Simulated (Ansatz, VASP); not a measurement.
**Ir in VASP and in Ansatz**

File INCAR:

```
PREC     = Accurate       # precision mode
ENCUT    = 520            # plane-wave cutoff, eV
EDIFF    = 1E-7           # SCF threshold, eV
ISMEAR   = 0              # smearing method
SIGMA    = 0.15           # smearing width, eV
LREAL    = False          # projectors in reciprocal space
LASPH    = True           # aspherical terms in the spheres
NELM     = 60             # most SCF steps
ALGO     = Normal         # electronic algorithm
ISIF     = 2              # what is computed and relaxed
LWAVE    = False          # write WAVECAR
LCHARG   = False          # write CHGCAR
GGA      = PE             # functional
NBANDS   = 10             # bands
```

KPOINTS

```
Automatic mesh
0
Gamma
  22 22 22
```

The input POSCAR:

```
Ir
1.0
    0.0000000000      2.1960174352      1.4546419491
    2.1960174352      0.0000000000      1.4546419491
    2.1960174352      2.1960174352      0.0000000000
Ir
1
Direct
    0.0000000000      0.0000000000      0.0000000000
```

Input for Ansatz:

```yaml
crystal:
  lattice:
    - [0.0, 2.1960174352, 1.4546419491]
    - [2.1960174352, 0.0, 1.4546419491]
    - [2.1960174352, 2.1960174352, 0.0]
  atoms:
    - { symbol: Ir, position: [0.0, 0.0, 0.0] }
basis:
  ecutwfc: 420
kpoints:
  mp_grid: { grid: [22, 22, 22] }
hamiltonian:
  xc: pbe
  pseudopotentials: { kind: paw, azcp: { folder: soft_1 } }
scf:
  occupations: { method: gaussian, width: 0.15 }
output:
  forces: true
  stress: true
  eigenvalues: true
```

Alike in both runs: task single point; functional PBE; k mesh 22 × 22 × 22; occupations gaussian, width 0.15 eV; no spin polarisation.

```csv
,VASP,Ansatz
version,VASP 6.6.1,Ansatz 0.2.0
potentials or method,"VASP PAW PBE potentials, release 64 (Ir), cutoff 520 eV","scalar-relativistic, plane waves, PAW"
valence electrons in the cell,9,17
```

|  | VASP | Ansatz | Ansatz less VASP |
| --- | --- | --- | --- |
| gap on the k mesh at the Fermi level (eV) | none | none | - |
| pressure (GPa) | 25.1 | 24.2 | -0.88 |
| traceless stress, the component that is largest in VASP (GPa) | -22.15 | -22.44 | -0.293 |

A gap of «none» marks a metal or a gap that the smearing closes. VASP's potentials hold 9 valence electrons a cell and Ansatz's 17, so a difference there can come from the potentials and not from the codes.

Spin-orbit coupling is off throughout.
